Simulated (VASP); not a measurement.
Wanted: the native input for a VASP 6.6.1 run.

```
Task                   : single point
Functional             : PBEsol
Potentials or basis    : VASP PAW PBE potentials, release 64 (Al)
Cutoff                 : 520 eV
k mesh                 : 20 × 20 × 20
Occupations            : gaussian, width 0.15 eV
Spin                   : no spin polarisation
Dipole correction      : no
Further INCAR settings : ALGO = Normal; EDIFF = 1e-06; NBANDS = 8
```

The structure of Al lies in POSCAR:

```
Al
1.0
    0.0000000000      1.9733805000      2.0239800000
    1.9733805000      0.0000000000      2.0239800000
    1.9733805000      1.9733805000      0.0000000000
Al
1
Direct
    0.0000000000      0.0000000000      0.0000000000
```

This cell differs from its parent crystal: strain -0.025 along x and y, +0.000 along z.

The input as run:

INCAR

```
SYSTEM = Al
ALGO = Normal
EDIFF = 1E-6
ENCUT = 520
GGA = PS
ISIF = 2
ISMEAR = 0
LASPH = .True.
LCHARG = .False.
LREAL = .False.
LWAVE = .False.
NBANDS = 8
NELM = 60
PREC = Accurate
SIGMA = 0.15
```

KPOINTS

```
k-points
0
Gamma
  20 20 20
  0 0 0
```

Potentials or basis: VASP PAW PBE potentials, release 64 (Al).

Run with:

```console
$ cat potpaw_PBE.64/Al/POTCAR > POTCAR
$ mpirun -np 1 vasp_std > vasp.out
```

Results of the run:

```json
{"Pressure": "2.3 GPa"}
```

Caveat: the cell differs from its parent crystal (strain -0.025 along x and y, +0.000 along z); the PAW data sets were made with another functional, which shifts forces and pressure a little.

Run time: 33 s on 1 thread of AMD EPYC 9R45 96-Core Processor (Zen 5), on a shared host, peak memory 0.16 GiB.
